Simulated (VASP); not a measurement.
**KH16O8F: single point with LDA**

KH16O8F:

```
O H K F
1.0
     7.17388    0.00000    0.00000
     0.00000    7.17388    0.00000
     0.00000    0.00000    7.17388
O H K F
8 16 1 1
Direct
  0.92487 0.86495 0.65078
  0.61392 0.66589 0.60619
  0.18859 0.30378 0.78227
  0.35066 0.45779 0.44960
  0.89799 0.18651 0.95086
  0.04617 0.90293 0.15746
  0.36159 0.66153 0.13792
  0.70446 0.72265 0.24568
  0.92352 0.97247 0.74352
  0.81043 0.78744 0.65177
  0.50972 0.65575 0.70967
  0.57092 0.56735 0.52359
  0.23594 0.43982 0.80629
  0.30244 0.23368 0.80457
  0.34368 0.48940 0.30950
  0.26677 0.36066 0.49164
  0.01017 0.25375 0.89524
  0.80357 0.28208 0.98433
  0.14559 0.82080 0.11494
  0.98460 0.00626 0.08315
  0.49907 0.70732 0.15979
  0.34591 0.61888 0.00880
  0.81991 0.78082 0.19924
  0.69886 0.76839 0.38384
  0.22649 0.81494 0.48246
  0.30278 0.60660 0.81391
```

| Property | Result |
| --- | --- |
| Program | VASP 6.6.1 |
| Task | single point |
| Functional | LDA |
| Potentials or basis | VASP PAW LDA potentials, release 64 (O, H, K_sv, F) |
| Cutoff | 520 eV |
| k mesh | 1 × 1 × 1 |
| Occupations | fermi-dirac, width 0.05 eV |
| Spin | no spin polarisation |

```yaml
Pressure: -1.4 GPa
Largest_force: 2.603 eV/Å
```

Forces in eV/Å, atoms in the order of the input:
```
O    0.626  1.304  0.701
O   -1.118  0.683  1.882
O   -0.073 -0.601 -0.151
O    0.600  0.706 -1.333
O   -0.537  0.142  0.296
O   -1.409  0.381  1.208
O    0.940  0.718  2.319
O   -0.416  0.773  2.118
H   -0.616 -1.213 -0.823
H   -0.293  0.085  0.355
H    0.948  0.065 -1.070
H   -0.371 -0.850 -0.533
H   -0.199  0.264 -0.413
H   -0.041 -0.379  0.133
H   -0.109 -0.128  0.831
H   -0.379 -0.250  0.181
H    0.272 -0.133 -0.211
H    0.601 -0.683 -0.151
H    0.562  0.000 -0.960
H    0.807 -0.345 -0.329
H   -0.891 -0.581 -0.139
H   -0.112 -0.002 -1.287
H    0.674  0.274 -0.346
H   -0.096 -0.838 -1.819
K   -0.062 -0.200  0.006
F    0.693  0.808 -0.465
```

Stress tensor (GPa, compression positive):
```
-2.12  0.62  0.18
 0.62 -0.88  0.41
 0.18  0.41 -1.22
```

Levels at points of the mesh, in eV from the Fermi level:
```tsv
k point	band 38	band 39	band 40	band 41	band 42	band 43
(0.00, 0.00, 0.00)	-1.62	-1.36	-1.19	3.24	5.76	6.04
```

It took 44 s on 1 thread of Intel Xeon 8259CL (shared host), peak memory 0.31 GiB.

Caveat: the k points lie up to 0.88 Å⁻¹ apart, too coarse for converged energies, forces and pressures.
